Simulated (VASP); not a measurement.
# Ni (P6_3/mmc) in VASP: a series of runs

The runs below take Ni through single point, with r2SCAN, LDA.

Everything below comes from runs of VASP 6.6.1. Logs are shortened: lines on timing, memory, paths and dates and some standing lists are left out, and cuts for length are marked.

## (1) The cell of the first run

The structure is hexagonal, space group P6_3/mmc (No. 194). Conventional cell: a = 2.415 Å, b = 2.415 Å, c = 4.018 Å, α = 90.00°, β = 90.00°, γ = 120.00°. Ni (site symmetry -6m2) has 12 Ni at 2.41 to 2.45 Å within 3.2 Å.

This isn't the form of Ni at room conditions, which is fcc.

## (2) Single point, r2SCAN, collinear spin, ferromagnetic start

File POSCAR:

```
Ni
1.0
    2.4149374515      0.0000000000      0.0000000000
   -1.2074687258      2.0913971816      0.0000000000
    0.0000000000      0.0000000000      4.0177628822
Ni
2
Direct
    0.6666666667      0.3333333333      0.7500000000
    0.3333333333      0.6666666667      0.2500000000
```

File INCAR.step1:

```
SYSTEM = Ni
ALGO = Normal
EDIFF = 1E-5
ENCUT = 650
GGA = PE
GGA_COMPAT = .False.
ISMEAR = -1
ISPIN = 2
LASPH = .True.
LCHARG = .False.
LMAXMIX = 4
LREAL = .False.
LWAVE = .True.
MAGMOM = 1 1
NBANDS = 29
NELM = 200
PREC = Accurate
SIGMA = 0.05
```

File INCAR.step2:

```
SYSTEM = Ni
ALGO = Normal
EDIFF = 1E-6
ENCUT = 650
GGA_COMPAT = .False.
ISIF = 2
ISMEAR = -1
ISPIN = 2
ISTART = 1
LASPH = .True.
LCHARG = .True.
LELF = .True.
LMAXMIX = 4
LMIXTAU = .True.
LORBIT = 11
LREAL = .False.
LVHAR = .True.
LWAVE = .False.
MAGMOM = 1 1
METAGGA = R2SCAN
NBANDS = 29
NELM = 200
PREC = Accurate
SIGMA = 0.05
```

File KPOINTS:

```
k-points
0
Gamma
  12 12 7
  0 0 0
```

Potentials or basis: VASP PAW PBE potentials, release 64 (Ni_sv_GW).

The run is started by

```sh
$ cat potpaw_PBE.64/Ni_sv_GW/POTCAR > POTCAR
$ cp INCAR.step1 INCAR
$ mpirun -np 1 vasp_std > vasp.out
$ cp INCAR.step2 INCAR
$ mpirun -np 1 vasp_std > vasp.out
```

OUTCAR:

```text
SYSTEM = Ni
   EDIFF = 1E-6
   ENCUT = 650
   ISIF = 2
   ISMEAR = -1
   ISPIN = 2
   ISTART = 1
   LASPH = .True.
   LORBIT = 11
   LREAL = .False.
   METAGGA = R2SCAN
   NELM = 200
   PREC = Accurate

 ion  position               nearest neighbor table
   1  0.667  0.333  0.750-   2 2.45   2 2.45   2 2.45   2 2.45   2 2.45   2 2.45
   2  0.333  0.667  0.250-   1 2.45   1 2.45   1 2.45   1 2.45   1 2.45   1 2.45

  LATTYP: Found a hexagonal cell.
 ALAT       =     2.4149374515
 C/A-ratio  =     1.6637130207

  Lattice vectors:

 A1 = (   2.4149374515,   0.0000000000,   0.0000000000)
 A2 = (  -1.2074687258,   2.0913971816,   0.0000000000)
 A3 = (   0.0000000000,   0.0000000000,   4.0177628822)

Analysis of symmetry for initial positions (statically):
=====================================================================
 Subroutine PRICEL returns:
 Original cell was already a primitive cell.

 Routine SETGRP: Setting up the symmetry group for a
 hexagonal supercell.

 Subroutine GETGRP returns: Found 24 space group operations
 (whereof 12 operations were pure point group operations)
 out of a pool of 24 trial point group operations.

The static configuration has the point symmetry D_3d.
 The point group associated with its full space group is D_6h.

Analysis of symmetry for dynamics (positions and initial velocities):
=====================================================================
 Subroutine PRICEL returns:
 Original cell was already a primitive cell.

 Routine SETGRP: Setting up the symmetry group for a
 hexagonal supercell.

 Subroutine GETGRP returns: Found 24 space group operations
 (whereof 12 operations were pure point group operations)
 out of a pool of 24 trial point group operations.

The dynamic configuration has the point symmetry D_3d.
 The point group associated with its full space group is D_6h.

Analysis of structural, dynamic, and magnetic symmetry:
=====================================================================
 Subroutine PRICEL returns:
 Original cell was already a primitive cell.

 Routine SETGRP: Setting up the symmetry group for a
 hexagonal supercell.

 Subroutine GETGRP returns: Found 24 space group operations
 (whereof 12 operations were pure point group operations)
 out of a pool of 24 trial point group operations.

The overall configuration has the point symmetry D_3d.
 The point group associated with its full space group is D_6h.
[... 119 lines left out ...]
     AMIX_MAG =   1.60;   BMIX_MAG =  1.00
  volume/ion in A,a.u.               =      10.15        68.47
  Fermi-wavevector in a.u.,A,eV,Ry     =   1.981832  3.745119 53.439014  3.927657
  Thomas-Fermi vector in A             =   3.001838
   LORBIT       =     11    0 simple, 1 ext, 2 COOP (PROOUT), +10 PAW based schemes
   METAGGA = R2SCAN    functional components
   LHFCALC =     F    Hartree Fock is set to
   AEXX    =    0.0000 exact exchange contribution
   IVDW    =     0    specifies the selected vdW correction
   LEPSILON=     F    determine dielectric tensor
   LRPA    =     F    only Hartree local field effects (RPA)
 spin polarized calculation
  energy-cutoff  :      650.00
  volume of cell :       20.29
 maximum number of plane-waves:       777
 NGX is ok and might be reduce to    20
   NGX =  9   NGY =  9   NGZ = 17

 number of electron      36.0000007 magnetization       1.4533671

 Free energy of the ion-electron system (eV)
  ---------------------------------------------------
  ext. energy  EPLUGINS =         0.00000000
  ---------------------------------------------------
  free energy    TOTEN  =       -25.69190989 eV

  energy without entropy =      -25.66563170  energy(sigma->0) =      -25.67877080

 E-fermi :   8.6489     XC(G=0): -15.6253

 val. band max:        8.6464161743   @ k =   0.1667   0.0833   0.0000
 cond. band min:       8.6567604792   @ k =   0.2500   0.0833   0.4286
 fundamental gap:      0.0103443049
 Fermi energy:         8.6488526670

 spin component 1

 k-point     1 :       0.0000    0.0000    0.0000
  band No.  band energies     occupation
      1     -99.1890      1.00000
      2     -99.1475      1.00000
      3     -58.1547      1.00000
      4     -58.0020      1.00000
      5     -58.0020      1.00000
      6     -57.9654      1.00000
[... 757 lines left out ...]
     28      35.1726      0.00000
     29      38.4089      0.00000

 [... further k-points ...]

 spin component 2

 k-point     1 :       0.0000    0.0000    0.0000
  band No.  band energies     occupation
      1     -97.8750      1.00000
      2     -97.8309      1.00000
      3     -56.9155      1.00000
      4     -56.6788      1.00000
      5     -56.6788      1.00000
      6     -56.6399      1.00000
[... 757 lines left out ...]
     28      35.3869      0.00000
     29      38.6001      0.00000

 [... further k-points ...]

------------------------ aborting loop because EDIFF is reached ----------------------------------------

  FORCE on cell =-STRESS in cart. coord.  units (eV):
  Direction    XX          YY          ZZ          XY          YZ          ZX
  --------------------------------------------------------------------------------------
  -------------------------------------------------------------------------------------
  Total        0.7483659      0.7483659      0.5971025     -0.0000000      0.0000000      0.0000000
  in kB       59.0878064     59.0878064     47.1446872     -0.0000000      0.0000000      0.0000000
  external PRESSURE =      55.1067667 kB  Pullay stress =       0.0000000 kB

 VOLUME and BASIS-vectors are now :
 -----------------------------------------------------------------------------
  energy-cutoff  :      650.00
  volume of cell :       20.29
      direct lattice vectors                 reciprocal lattice vectors
     2.414937452  0.000000000  0.000000000     0.414089400  0.239074626  0.000000000
    -1.207468726  2.091397182  0.000000000     0.000000000  0.478149253  0.000000000
     0.000000000  0.000000000  4.017762882     0.000000000  0.000000000  0.248894728

 POSITION                                       TOTAL-FORCE (eV/Angst)
 -----------------------------------------------------------------------------------
      1.20747      0.69713      3.01332         0.000000      0.000000     -0.000000
     -0.00000      1.39426      1.00444        -0.000000      0.000000      0.000000
 -----------------------------------------------------------------------------------
    total drift:                               -0.000000      0.000000     -0.000000

  FREE ENERGIE OF THE ION-ELECTRON SYSTEM (eV)
  ---------------------------------------------------
  free  energy   TOTEN  =       -25.6919098913 eV

  energy  without entropy=      -25.6656316989  energy(sigma->0) =      -25.67877080

 total charge

# of ion       s       p       d       f       tot
--------------------------------------------------
    1        2.251   6.344   7.827   0.006  16.428
    2        2.251   6.344   7.827   0.006  16.428
--------------------------------------------------
tot          4.502  12.688  15.654   0.013  32.856

 magnetization (x)

# of ion       s       p       d       f       tot
--------------------------------------------------
    1       -0.002  -0.029   0.820  -0.001   0.789
    2       -0.002  -0.029   0.820  -0.001   0.789
--------------------------------------------------
tot         -0.003  -0.057   1.639  -0.001   1.578
```

OUTCAR.step1:

```text
SYSTEM = Ni
   EDIFF = 1E-5
   ENCUT = 650
   GGA = PE
   ISMEAR = -1
   ISPIN = 2
   LASPH = .True.
   LREAL = .False.
[... 1780 lines left out ...]
      1.20747      0.69713      3.01332         0.000000      0.000000      0.000000
     -0.00000      1.39426      1.00444        -0.000000     -0.000000     -0.000000
 -----------------------------------------------------------------------------------
    total drift:                               -0.000000      0.000000     -0.000000

  FREE ENERGIE OF THE ION-ELECTRON SYSTEM (eV)
  ---------------------------------------------------
  free  energy   TOTEN  =       -12.7177118187 eV

  energy  without entropy=      -12.6842966240  energy(sigma->0) =      -12.70100422
```

OSZICAR.step1:

```text
N       E                     dE             d eps       ncg     rms          rms(c)
DAV:   1     0.601648738015E+03    0.60165E+03   -0.22713E+04 13655   0.534E+03
DAV:   2     0.344142806979E+02   -0.56723E+03   -0.53855E+03 15691   0.131E+03
DAV:   3    -0.161263353986E+02   -0.50541E+02   -0.49408E+02 17509   0.504E+02
DAV:   4    -0.175546078985E+02   -0.14283E+01   -0.14277E+01 16579   0.512E+01
DAV:   5    -0.175988685478E+02   -0.44261E-01   -0.44258E-01 14074   0.733E+00    0.199E+01
DAV:   6    -0.148205378576E+02    0.27783E+01   -0.24888E+01 10904   0.369E+02    0.122E+01
DAV:   7    -0.127981351904E+02    0.20224E+01   -0.81480E+00 11312   0.184E+02    0.345E+00
DAV:   8    -0.127209225110E+02    0.77213E-01   -0.35378E-01 17491   0.164E+01    0.967E-01
DAV:   9    -0.127172255792E+02    0.36969E-02   -0.85527E-03 15313   0.235E+00    0.240E-01
DAV:  10    -0.127176402683E+02   -0.41469E-03   -0.71716E-04 16261   0.983E-01    0.149E-01
DAV:  11    -0.127177142236E+02   -0.73955E-04   -0.56163E-05 11965   0.388E-01    0.342E-02
DAV:  12    -0.127177118187E+02    0.24048E-05   -0.21903E-05  8322   0.147E-01
   1 F= -.12717712E+02 E0= -.12701004E+02  d E =-.334152E-01  mag=     1.2552
```

Run time: 6.1 min. Hardware: 1 thread of Intel Xeon Platinum 8559C (Emerald Rapids), shared host; peak memory 0.23 GiB.

Results:

```
Free energy                                           : -25.6919 eV
Pressure                                              : 5.5 GPa
Net moment                                            : 1.45 μB per cell
Site moments                                          : Ni +0.79 μB
Valence electrons inside the program's atomic spheres : Ni 16.43
```

Caveat: the cell stands under pressure; the PAW data sets were made with another functional, which shifts forces and pressure a little.

## (3) Single point, LDA, collinear spin, ferromagnetic start

This run uses another cell than the first one, of 10.06 Å³/atom.

File INCAR:

```
PREC = Accurate
ENCUT = 520
EDIFF = 1E-6
ISMEAR = 0
SIGMA = 0.01
LREAL = False
LASPH = True
NELM = 150
ALGO = Normal
ISIF = 2
LWAVE = False
LCHARG = False
ISPIN = 2
MAGMOM = 0.71 0.71
LORBIT = 11
LMAXMIX = 4
GGA = CA
NBANDS = 21
```

File KPOINTS:

```
regular mesh
0
Gamma
  12 12 7
```

File POSCAR:

```
Ni
1.0
    2.4211688159      0.0000000000      0.0000000000
   -1.2105844080      2.0967937015      0.0000000000
    0.0000000000      0.0000000000      3.9625269050
Ni
2
Direct
    0.6666666667      0.3333333333      0.7500000000
    0.3333333333      0.6666666667      0.2500000000
```

Potentials or basis: VASP PAW LDA potentials, release 64 (Ni).

The run is started by

```sh
$ cat potpaw_LDA.64/Ni/POTCAR > POTCAR
$ mpirun -np 1 vasp_std > vasp.out
```

It took 27 s on 1 thread of Intel Xeon 6975P-C (Granite Rapids), shared host; peak memory 0.15 GiB.

The run converged. Its results:

| Property | Result |
| --- | --- |
| Free energy | -13.1018 eV |
| Pressure | -0.3 GPa |
| Net moment | 1.17 μB per cell |
| Site moments | Ni +0.58 μB |
| Valence electrons inside the program's atomic spheres | Ni 9.47 |

Stress tensor (GPa, compression positive):
```
-0.43  0.00  0.00
 0.00 -0.43  0.00
 0.00  0.00  0.07
```

Levels at points of the mesh, in eV from the Fermi level:
Spin up:
| k point | band 7 | band 8 | band 9 | band 10 | band 11 | band 12 | band 13 | band 14 | band 15 | band 16 |
| --- | --- | --- | --- | --- | --- | --- | --- | --- | --- | --- |
| (0.00, 0.00, 0.00) | -2.17 | -1.71 | -1.71 | -0.63 | -0.63 | -0.45 | 6.26 | 23.33 | 25.72 | 25.72 |
| (0.50, 0.00, 0.00) | -2.13 | -0.51 | -0.42 | -0.37 | 1.34 | 3.37 | 9.85 | 10.48 | 13.14 | 14.27 |
Spin down:
```csv
k point,band 7,band 8,band 9,band 10,band 11,band 12,band 13,band 14
"(0.00, 0.00, 0.00)",-1.59,-1.13,-1.13,-0.41,-0.02,-0.02,6.62,23.32
"(0.50, 0.00, 0.00)",-1.57,0.13,0.20,0.28,1.77,3.72,10.02,10.64
```

## (4) Single point, LDA, collinear spin, ferromagnetic start

This run uses another cell than the first one, of 10.57 Å³/atom.

File INCAR:

```
SYSTEM = Ni
ALGO = Normal
EDIFF = 1E-6
ENCUT = 520
GGA = CA
ISIF = 2
ISMEAR = 0
ISPIN = 2
LASPH = .True.
LCHARG = .False.
LMAXMIX = 4
LORBIT = 11
LREAL = .False.
LWAVE = .False.
MAGMOM = 1 1
NBANDS = 21
NELM = 150
PREC = Accurate
SIGMA = 0.1
```

File KPOINTS:

```
k-points
0
Gamma
  12 12 7
  0 0 0
```

File POSCAR:

```
Ni
1.0
    2.4480228978      0.0000000000      0.0000000000
   -1.2240114489      2.1200500186      0.0000000000
    0.0000000000      0.0000000000      4.0728075700
Ni
2
Direct
    0.6666666667      0.3333333333      0.7500000000
    0.3333333333      0.6666666667      0.2500000000
```

The run is started by

```sh
$ cat potpaw_LDA.64/Ni/POTCAR > POTCAR
$ mpirun -np 1 vasp_std > vasp.out
```

It took 30 s on 1 thread of Intel Xeon 6975P-C (Granite Rapids), shared host; peak memory 0.15 GiB.

Results (log left out):

* Free energy: -13.0738 eV
* Pressure: -11.0 GPa
* Net moment: 1.17 μB per cell
* Site moments: Ni +0.59 μB
* Valence electrons inside the program's atomic spheres: Ni 9.37

Stress tensor (GPa, compression positive):
```
 -9.96   0.00   0.00
  0.00  -9.96   0.00
  0.00   0.00 -13.12
```

Levels at points of the mesh, in eV from the Fermi level:
Spin up:
```
           k point  band 8  band 9  band 10  band 11  band 12  band 13  band 14  band 15
(0.00, 0.00, 0.00)   -1.56   -1.56    -0.62    -0.62    -0.52     5.65    23.15    25.21
(0.50, 0.00, 0.00)   -0.48   -0.45    -0.37     1.30     3.24     9.44     9.96    12.64
```
Spin down:
```tsv
k point	band 6	band 7	band 8	band 9	band 10	band 11	band 12	band 13	band 14	band 15
(0.00, 0.00, 0.00)	-1.49	-1.49	-0.99	-0.99	-0.48	-0.01	-0.01	6.02	23.14	25.33
(0.50, 0.00, 0.00)	-1.80	-1.50	0.16	0.16	0.28	1.72	3.58	9.60	10.11	12.86
```

Caveat: the cell stands under tension.

## (5) Overview

```tsv
level	potentials or basis	cell	cutoff (eV)	smearing	gap on the mesh (eV)	pressure (GPa)	moment (μB)
r2SCAN	VASP PAW PBE potentials, release 64 (Ni_sv_GW)	a = 2.415, b = 2.415, c = 4.018 Å, angles 90.0, 90.0, 120.0°, 2 atoms	650	fermi-dirac 0.05 eV	none	5.5	1.45
LDA	VASP PAW LDA potentials, release 64 (Ni)	a = 2.421, b = 2.421, c = 3.963 Å, angles 90.0, 90.0, 120.0°, 2 atoms	520	gaussian 0.01 eV	none	-0.3	1.17
LDA	VASP PAW LDA potentials, release 64 (Ni)	a = 2.448, b = 2.448, c = 4.073 Å, angles 90.0, 90.0, 120.0°, 2 atoms	520	gaussian 0.1 eV	none	-11.0	1.17
```

Alike in all rows: task single point; spin collinear, ferromagnetic start; k mesh 12 × 12 × 7.

Caveats: the cell stands under pressure (at least some runs); the PAW data sets were made with another functional, which shifts forces and pressure a little (at least some runs); the cell stands under tension (at least some runs).

Absolute energies hang on the potentials; compare differences alone.
